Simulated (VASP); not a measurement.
Write the native input for VASP 6.6.1 that does the following.

| Item | Value |
| --- | --- |
| Task | single point |
| Functional | PBEsol |
| Potentials or basis | VASP PAW PBE potentials, release 64 (Ba_sv, S) |
| Cutoff | 520 eV |
| k mesh | 8 × 8 × 8 |
| Occupations | fermi-dirac, width 0.02 eV |
| Spin | no spin polarisation |
| Dipole correction | no |
| Further INCAR settings | ALGO = Normal; EDIFF = 1e-06; NBANDS = 15 |

The structure of BaS lies in POSCAR:

```
BaS
1.0
    0.0000000000      3.2576250000      3.1937500000
    3.2576250000      0.0000000000      3.1937500000
    3.2576250000      3.2576250000      0.0000000000
Ba S
1 1
Direct
    0.0000000000      0.0000000000      0.0000000000
    0.5000000000      0.5000000000      0.5000000000
```

This cell differs from its parent crystal: equal xx and yy strain of +2 %.

One way to write it, as run:

INCAR

```
SYSTEM = BaS
PREC = Accurate
ENCUT = 520
EDIFF = 1E-6
ISMEAR = -1
SIGMA = 0.02
LREAL = .FALSE.
LASPH = .TRUE.
NELM = 60
ALGO = Normal
ISIF = 2
LWAVE = .FALSE.
LCHARG = .FALSE.
GGA = PS
NBANDS = 15
```

KPOINTS

```
regular mesh
0
G
  8 8 8
  0 0 0
```

Potentials or basis: VASP PAW PBE potentials, release 64 (Ba_sv, S).

Run with:

```console
$ cat potpaw_PBE.64/Ba_sv/POTCAR potpaw_PBE.64/S/POTCAR > POTCAR
$ mpirun -np 1 vasp_std > vasp.out
```

Results of the run:

The pressure is -2.1 GPa. The band gap on the k mesh is 2.00 eV (least direct gap 2.17 eV).

Caveat: the cell differs from its parent crystal (equal xx and yy strain of +2 %); the PAW data sets were made with another functional, which shifts forces and pressure a little; spin-orbit coupling is left out, which moves the levels of the heavy elements.

Run time: 42 s on 1 thread of Intel(R) Xeon(R) Platinum 8259CL CPU @ 2.50GHz (Skylake/Cascade Lake), on a shared host, peak memory 0.24 GiB.
